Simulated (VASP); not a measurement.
The system is Na2MgScC6N6.

```
Na Mg Sc C N
1.0
     0.00000    5.26700    5.26700
     5.26700    0.00000    5.26700
     5.26700    5.26700    0.00000
Na Mg Sc C N
2 1 1 6 6
Direct
  0.25000 0.25000 0.25000
  0.75000 0.75000 0.75000
  0.50000 0.50000 0.50000
  0.00000 0.00000 0.00000
  0.80805 0.19195 0.19195
  0.19195 0.80805 0.19195
  0.19195 0.19195 0.80805
  0.19195 0.80805 0.80805
  0.80805 0.19195 0.80805
  0.80805 0.80805 0.19195
  0.69698 0.30302 0.30302
  0.30302 0.69698 0.30302
  0.30302 0.30302 0.69698
  0.30302 0.69698 0.69698
  0.69698 0.30302 0.69698
  0.69698 0.69698 0.30302
```

| Item | Value |
| --- | --- |
| Program | VASP 6.6.1 |
| Task | relaxation of cell and atoms |
| Functional | PBE |
| Potentials or basis | VASP PAW PBE potentials, release 64 (Na_pv, Mg, Sc_sv, C, N) |
| Cutoff | 600 eV |
| k mesh | 4 × 4 × 4 |
| Occupations | gaussian, width 0.1 eV |
| Spin | no spin polarisation |

At the start: pressure 11.5 GPa; volume 18.26 Å³/atom.

Q: How do energy, volume and symmetry change on relaxing?

A: Over 10 steps the energy falls by 182.6 meV/atom and the volume is 22.15 Å³/atom (+21.3 %); space group Fm-3m (No. 225, to 0.05 Å).

The path:
| step | energy change (eV) | largest force (eV/Å) | pressure (GPa) | volume (Å³) |
| --- | --- | --- | --- | --- |
| 1 | 0.0000 | 2.6247 | 11.52 | 292.23 |
| 2 | -2.7226 | 2.7783 | 2.86 | 351.34 |
| 3 | -2.7217 | 2.8387 | 2.71 | 353.33 |
| 4 | 6.2309 | 11.4457 | -13.81 | 411.57 |
| 5 | -2.8908 | 0.9105 | -1.13 | 359.36 |
| 6 | -2.9095 | 0.3469 | -0.45 | 357.92 |
| 7 | -2.9111 | 0.1377 | -0.20 | 357.40 |
| 8 | -2.9111 | 0.1204 | -0.16 | 357.32 |
| 9 | -2.9161 | 0.0990 | -0.10 | 356.58 |
| 10 | -2.9224 | 0.0349 | 0.09 | 354.42 |

Final structure:
```
Na Mg Sc C N
1.0
     0.00000    5.61690    5.61690
     5.61690    0.00000    5.61690
     5.61690    5.61690    0.00000
Na Mg Sc C N
2 1 1 6 6
Direct
  0.25000 0.25000 0.25000
  0.75000 0.75000 0.75000
  0.50000 0.50000 0.50000
  0.00000 0.00000 0.00000
  0.79475 0.20525 0.20525
  0.20525 0.79475 0.20525
  0.20525 0.20525 0.79475
  0.20525 0.79475 0.79475
  0.79475 0.20525 0.79475
  0.79475 0.79475 0.20525
  0.68998 0.31002 0.31002
  0.31002 0.68998 0.31002
  0.31002 0.31002 0.68998
  0.31002 0.68998 0.68998
  0.68998 0.31002 0.68998
  0.68998 0.68998 0.31002
```

Caveat: the volume moved by over 15 % at a fixed basis, so the end points are rough.
